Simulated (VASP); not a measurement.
# FeS2: relaxation of shape and atoms at fixed volume with PBE

Crystal: FeS2.

```
Fe S
1.0
     4.46831    0.00000    0.00000
     0.00000    5.44564    0.00000
     0.00000    0.00000    3.41179
Fe S
2 4
Direct
  0.00000 0.00000 0.00000
  0.50000 0.50000 0.50000
  0.20627 0.37519 0.00000
  0.29373 0.87519 0.50000
  0.79373 0.62481 0.00000
  0.70627 0.12481 0.50000
```

```
Program                : VASP 6.6.1
Task                   : relaxation of shape and atoms at fixed volume
Functional             : PBE
Potentials or basis    : VASP PAW PBE potentials, release 64 (Fe, S)
Cutoff                 : 600 eV
k mesh                 : 6 × 4 × 8
Occupations            : gaussian, width 0.05 eV
Spin                   : no spin polarisation
Dipole correction      : no
Further INCAR settings : ALGO = Normal; EDIFF = 1e-07; IBRION = 2; EDIFFG = -0.01; NSW = 60; ISIF = 4
```

```yaml
Energy_gained_by_relaxing: 0.1 meV/atom
Ionic_steps: 4
Pressure_after_relaxing: -2.8 GPa
Largest_force_after_relaxing: 0.005 eV/Å
Band_gap_on_the_k_mesh: 0.83 eV (least direct gap 1.13 eV)
```

Forces in eV/Å, atoms in the order of the input:
```
Fe   0.000  0.000  0.000
Fe   0.000  0.000  0.000
S   -0.003 -0.004  0.000
S    0.003 -0.004  0.000
S    0.003  0.004  0.000
S   -0.003  0.004  0.000
```

Stress tensor (GPa, compression positive):
```
-2.74  0.00  0.00
 0.00 -2.83  0.00
 0.00  0.00 -2.75
```

Step by step:
| step | energy change (eV) | largest force (eV/Å) | pressure (GPa) | volume (Å³) |
| --- | --- | --- | --- | --- |
| 1 | 0.0000 | 0.0413 | -2.74 | 83.02 |
| 2 | -0.0003 | 0.0211 | -2.75 | 83.02 |
| 3 | -0.0003 | 0.0059 | -2.76 | 83.02 |
| 4 | -0.0003 | 0.0050 | -2.77 | 83.02 |

Final structure:
```xyz
6
Lattice="4.4685 0.0000 0.0000 0.0000 5.4450 0.0000 0.0000 0.0000 3.4120" Properties=species:S:1:pos:R:3 pbc="T T T"
Fe    0.0000    0.0000    0.0000
Fe    2.2342    2.7225    1.7060
S     0.9192    2.0464    3.4120
S     1.3150    4.7689    1.7060
S     3.5492    3.3987    0.0000
S     3.1535    0.6761    1.7060
```

Levels at points of the mesh, in eV from the valence-band top:
```
           k point  band 18  band 19  band 20  band 21  band 22  band 23
(0.00, 0.00, 0.00)    -0.71    -0.69    -0.41     1.12     1.36     2.62
(0.50, 0.00, 0.00)    -0.61    -0.10    -0.10     1.82     1.82     1.84
(0.00, 0.50, 0.00)    -0.75    -0.30    -0.30     1.08     1.08     2.40
(0.50, 0.50, 0.00)    -1.04    -0.84    -0.84     1.34     1.34     2.00
(0.00, 0.00, 0.50)    -0.82    -0.38    -0.38     1.44     1.44     1.67
(0.50, 0.00, 0.50)    -0.70    -0.31    -0.31     1.46     1.46     1.80
(0.00, 0.50, 0.50)    -1.33    -0.35    -0.35     0.83     0.83     2.24
(0.50, 0.50, 0.50)    -0.53    -0.33    -0.33     1.55     1.55     2.03
```

Run time: 11 min on 1 thread of Oxide Virtual Turin-like Processor (shared host), peak memory 0.26 GiB.

A k mesh can miss the band edges. PBE gaps usually lie below the measured ones, often by a third to a half.
